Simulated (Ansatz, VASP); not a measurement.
**One calculation of MgO, two programs**

```xyz
8
Lattice="3.2553 0.0000 0.0000 -1.6277 2.8192 0.0000 0.0000 0.0000 10.4150" Properties=species:S:1:pos:R:3 pbc="T T T"
Mg    0.0000    1.8795   10.0983
Mg    0.0000    0.0000    2.3012
Mg    0.0000    0.0000    7.5086
Mg    1.6277    0.9397    4.8908
O     0.0000    1.8795    8.1228
O    -0.2600    0.0000    5.6451
O     0.0000    0.0000    0.3076
O     1.6277    0.9397    2.9153
```

Alike in both runs: task single point; functional PBEsol; k mesh 9 × 9 × 4; occupations gaussian, width 0.05 eV; no spin polarisation.

```csv
,VASP,Ansatz
version,VASP 6.6.1,Ansatz 0.2.0
potentials or method,"VASP PAW PBE potentials, release 64 (Mg, O), cutoff 520 eV","scalar-relativistic, plane waves, PAW"
valence electrons in the cell,32,64
```

|  | VASP | Ansatz | Ansatz less VASP |
| --- | --- | --- | --- |
| gap on the k mesh at the Fermi level (eV) | 3.10 | 3.11 | +0.008 |
| least direct gap on the mesh (eV) | 3.10 | 3.11 | +0.008 |
| pressure (GPa) | 1.2 | 1.4 | +0.22 |
| traceless stress, the component that is largest in VASP (GPa) | 2.37 | 2.32 | -0.047 |
| rms of the force components (eV/Å) | 0.718 | 0.707 | -0.0114 |

VASP's potentials were made for PBE, not for PBEsol, and Ansatz warns of the same on its side. Atom by atom the forces differ by 0.012 eV/Å (rms over components). VASP's potentials hold 32 valence electrons a cell and Ansatz's 64, so a difference there can come from the potentials and not from the codes.
